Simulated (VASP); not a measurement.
# Fe (P6_3/mmc) in VASP: single point with LDA

Aim: the single point of Fe with LDA.

Program: VASP 6.6.1. These are calculated values, not measurements. Logs are shortened: lines on timing, memory, paths and dates and some standing lists are left out, and cuts for length are marked.

### Step 1. The cell of the first run

It takes space group P6_3/mmc (No. 194, hexagonal). The conventional cell has a = 2.335 Å, b = 2.335 Å, c = 7.532 Å, α = 90.00°, β = 90.00°, γ = 120.00°. Within 3.1 Å of Fe (site symmetry -3m) lie 12 Fe at 2.32 to 2.33 Å. Within 3.1 Å of Fe (site symmetry -6m2) lie 12 Fe at 2.32 to 2.33 Å.

This isn't the form of Fe at room conditions, which is bcc.

### Step 2. Single point, LDA, collinear spin, ferromagnetic start

INCAR

```
SYSTEM = Fe
ALGO = Normal
EDIFF = 1E-6
ENCUT = 520
ISIF = 2
ISMEAR = -1
ISPIN = 2
LASPH = .True.
LCHARG = .False.
LMAXMIX = 4
LORBIT = 11
LREAL = .False.
LWAVE = .False.
MAGMOM = 2.5 2.5 2.5 2.5
NBANDS = 28
NELM = 150
PREC = Accurate
SIGMA = 0.05
```

KPOINTS

```
k-points
0
Gamma
  15 15 4
  0 0 0
```

POSCAR

```
Fe
1.0
    2.3345212184      0.0000000000      0.0000000000
   -1.1672606092      2.0217546808      0.0000000000
    0.0000000000      0.0000000000      7.5315531497
Fe
4
Direct
    0.0000000000      0.0000000000      0.0000000000
    0.0000000000      0.0000000000      0.5000000000
    0.3333333333      0.6666666667      0.2500000000
    0.6666666667      0.3333333333      0.7500000000
```

Potentials or basis: VASP PAW LDA potentials, release 64 (Fe).

Run with:

```bash
$ cat potpaw_LDA.64/Fe/POTCAR > POTCAR
$ mpirun -np 1 vasp_std > vasp.out
```

OUTCAR:

```text
SYSTEM = Fe
   EDIFF = 1E-6
   ENCUT = 520
   ISIF = 2
   ISMEAR = -1
   ISPIN = 2
   LASPH = .True.
   LORBIT = 11
   LREAL = .False.
   NELM = 150
   PREC = Accurate

 ion  position               nearest neighbor table
   1  0.000  0.000  0.000-   3 2.32   4 2.32   3 2.32   4 2.32   4 2.32   3 2.32
   2  0.000  0.000  0.500-   3 2.32   4 2.32   3 2.32   4 2.32   4 2.32   3 2.32
   3  0.333  0.667  0.250-   1 2.32   2 2.32   1 2.32   2 2.32   1 2.32   2 2.32
   4  0.667  0.333  0.750-   1 2.32   2 2.32   1 2.32   2 2.32   1 2.32   2 2.32

  LATTYP: Found a hexagonal cell.
 ALAT       =     2.3345212184
 C/A-ratio  =     3.2261660722

  Lattice vectors:

 A1 = (   2.3345212184,   0.0000000000,   0.0000000000)
 A2 = (  -1.1672606092,   2.0217546808,   0.0000000000)
 A3 = (   0.0000000000,   0.0000000000,   7.5315531497)

Analysis of symmetry for initial positions (statically):
=====================================================================
 Subroutine PRICEL returns:
 Original cell was already a primitive cell.

 Routine SETGRP: Setting up the symmetry group for a
 hexagonal supercell.

 Subroutine GETGRP returns: Found 24 space group operations
 (whereof 12 operations were pure point group operations)
 out of a pool of 24 trial point group operations.

The static configuration has the point symmetry D_3d.
 The point group associated with its full space group is D_6h.

Analysis of symmetry for dynamics (positions and initial velocities):
=====================================================================
 Subroutine PRICEL returns:
 Original cell was already a primitive cell.

 Routine SETGRP: Setting up the symmetry group for a
 hexagonal supercell.

 Subroutine GETGRP returns: Found 24 space group operations
 (whereof 12 operations were pure point group operations)
 out of a pool of 24 trial point group operations.

The dynamic configuration has the point symmetry D_3d.
 The point group associated with its full space group is D_6h.

Analysis of structural, dynamic, and magnetic symmetry:
=====================================================================
 Subroutine PRICEL returns:
 Original cell was already a primitive cell.

 Routine SETGRP: Setting up the symmetry group for a
 hexagonal supercell.

 Subroutine GETGRP returns: Found 24 space group operations
 (whereof 12 operations were pure point group operations)
 out of a pool of 24 trial point group operations.

The overall configuration has the point symmetry D_3d.
 The point group associated with its full space group is D_6h.

 Subroutine INISYM returns: Found 24 space group operations
 (whereof 12 operations are pure point group operations),
 and found     1 'primitive' translations

[... 130 lines left out ...]
  energy-cutoff  :      520.00
  volume of cell :       35.55
 maximum number of plane-waves:       988
 NGX is ok and might be reduce to    18
   NGX =  9   NGY =  9   NGZ = 29

 number of electron      32.0000000 magnetization      10.0000000

 number of electron      32.0000006 magnetization       0.0003151

 Free energy of the ion-electron system (eV)
  ---------------------------------------------------
  ext. energy  EPLUGINS =         0.00000000
  ---------------------------------------------------
  free energy    TOTEN  =       -37.18179344 eV

  energy without entropy =      -37.13536275  energy(sigma->0) =      -37.15857809

 E-fermi :   8.4520     XC(G=0): -14.8840

 val. band max:        8.4499375280   @ k =   0.2667   0.2667   0.2500
 cond. band min:       8.4679391572   @ k =   0.4000   0.0667   0.2500
 fundamental gap:      0.0180016292
 Fermi energy:         8.4519922924

 spin component 1

 k-point     1 :       0.0000    0.0000    0.0000
  band No.  band energies     occupation
      1      -1.1905      1.00000
      2       1.3644      1.00000
      3       1.3846      1.00000
      4       2.6613      1.00000
      5       5.8685      1.00000
      6       5.8686      1.00000
[... 733 lines left out ...]
     27      20.4883      0.00000
     28      22.7207      0.00000

 [... further k-points ...]

 spin component 2

 k-point     1 :       0.0000    0.0000    0.0000
  band No.  band energies     occupation
      1      -1.1905      1.00000
      2       1.3644      1.00000
      3       1.3847      1.00000
      4       2.6613      1.00000
      5       5.8685      1.00000
      6       5.8687      1.00000
[... 733 lines left out ...]
     27      20.4884      0.00000
     28      22.7207      0.00000

 [... further k-points ...]

------------------------ aborting loop because EDIFF is reached ----------------------------------------

  FORCE on cell =-STRESS in cart. coord.  units (eV):
  Direction    XX          YY          ZZ          XY          YZ          ZX
  --------------------------------------------------------------------------------------
  -------------------------------------------------------------------------------------
  Total        6.8103687      6.8103687      6.7900829      0.0000000      0.0000000      0.0000000
  in kB      306.9519362    306.9519362    306.0376316      0.0000000      0.0000000      0.0000000
  external PRESSURE =     306.6471680 kB  Pullay stress =       0.0000000 kB

 VOLUME and BASIS-vectors are now :
 -----------------------------------------------------------------------------
  energy-cutoff  :      520.00
  volume of cell :       35.55
      direct lattice vectors                 reciprocal lattice vectors
     2.334521218  0.000000000  0.000000000     0.428353357  0.247309926  0.000000000
    -1.167260609  2.021754681  0.000000000     0.000000000  0.494619852  0.000000000
     0.000000000  0.000000000  7.531553150     0.000000000  0.000000000  0.132774739

 POSITION                                       TOTAL-FORCE (eV/Angst)
 -----------------------------------------------------------------------------------
      0.00000      0.00000      0.00000         0.000000      0.000000      0.000000
      0.00000      0.00000      3.76578         0.000000      0.000000      0.000000
     -0.00000      1.34784      1.88289         0.000000     -0.000000     -0.000000
      1.16726      0.67392      5.64866        -0.000000      0.000000      0.000000
 -----------------------------------------------------------------------------------
    total drift:                                0.000000     -0.000000      0.000000

  FREE ENERGIE OF THE ION-ELECTRON SYSTEM (eV)
  ---------------------------------------------------
  free  energy   TOTEN  =       -37.1817934398 eV

  energy  without entropy=      -37.1353627464  energy(sigma->0) =      -37.15857809

 total charge

# of ion       s       p       d       tot
------------------------------------------
    1        0.613   0.779   6.517   7.908
    2        0.613   0.779   6.517   7.908
    3        0.612   0.783   6.516   7.911
    4        0.612   0.783   6.516   7.911
--------------------------------------------------
tot          2.450   3.124  26.065  31.638

 magnetization (x)

# of ion       s       p       d       tot
------------------------------------------
    1       -0.000  -0.000   0.000   0.000
    2       -0.000  -0.000   0.000   0.000
    3       -0.000   0.000   0.000   0.000
    4       -0.000   0.000   0.000   0.000
--------------------------------------------------
tot         -0.000  -0.000   0.000   0.000
```

OSZICAR:

```text
N       E                     dE             d eps       ncg     rms          rms(c)
DAV:   1     0.232989212154E+03    0.23299E+03   -0.14142E+04  9776   0.167E+03
DAV:   2    -0.265154942875E+02   -0.25950E+03   -0.24097E+03  9072   0.315E+02
DAV:   3    -0.402504644109E+02   -0.13735E+02   -0.12644E+02  9788   0.106E+02
DAV:   4    -0.404533039029E+02   -0.20284E+00   -0.20241E+00  9840   0.152E+01
DAV:   5    -0.404558045055E+02   -0.25006E-02   -0.25005E-02 10116   0.153E+00    0.335E+01
DAV:   6    -0.364164095452E+02    0.40394E+01   -0.19793E+01  9832   0.733E+01    0.677E+00
DAV:   7    -0.370161260897E+02   -0.59972E+00   -0.13430E+00 10104   0.162E+01    0.631E+00
DAV:   8    -0.370721738968E+02   -0.56048E-01   -0.50685E-02 12304   0.377E+00    0.332E+00
DAV:   9    -0.374216097061E+02   -0.34944E+00   -0.10270E+00 11520   0.182E+01    0.781E+00
DAV:  10    -0.371629984020E+02    0.25861E+00   -0.54215E-01 11208   0.155E+01    0.124E+00
DAV:  11    -0.371803169079E+02   -0.17319E-01   -0.19618E-02 11920   0.167E+00    0.434E-01
DAV:  12    -0.371815755420E+02   -0.12586E-02   -0.17106E-03 10996   0.586E-01    0.250E-01
DAV:  13    -0.371817986353E+02   -0.22309E-03   -0.11163E-03 16100   0.494E-01    0.124E-01
DAV:  14    -0.371817633427E+02    0.35293E-04   -0.48461E-04 15920   0.341E-01    0.467E-02
DAV:  15    -0.371817877320E+02   -0.24389E-04   -0.87286E-05 15876   0.126E-01    0.259E-02
DAV:  16    -0.371817931786E+02   -0.54466E-05   -0.17833E-05 12560   0.604E-02    0.135E-02
DAV:  17    -0.371817934398E+02   -0.26115E-06   -0.36322E-06  7136   0.258E-02
   1 F= -.37181793E+02 E0= -.37158578E+02  d E =-.464307E-01  mag=     0.0001
```

It took 4.2 min on 1 thread of Intel Xeon 8259CL, shared host; peak memory 0.22 GiB.

Results:

| Property | Result |
| --- | --- |
| Free energy | -37.1818 eV |
| Pressure | 30.7 GPa |
| Band gap on the k mesh | zero (filled and empty bands overlap) |
| Net moment | 0.00 μB per cell |
| Valence electrons inside the program's atomic spheres | Fe 7.91 |

Stress tensor (GPa, compression positive):
```
30.70  0.00  0.00
 0.00 30.70  0.00
 0.00  0.00 30.60
```

Caveat: the cell stands under pressure; the moments typed at the start vanished in this run.
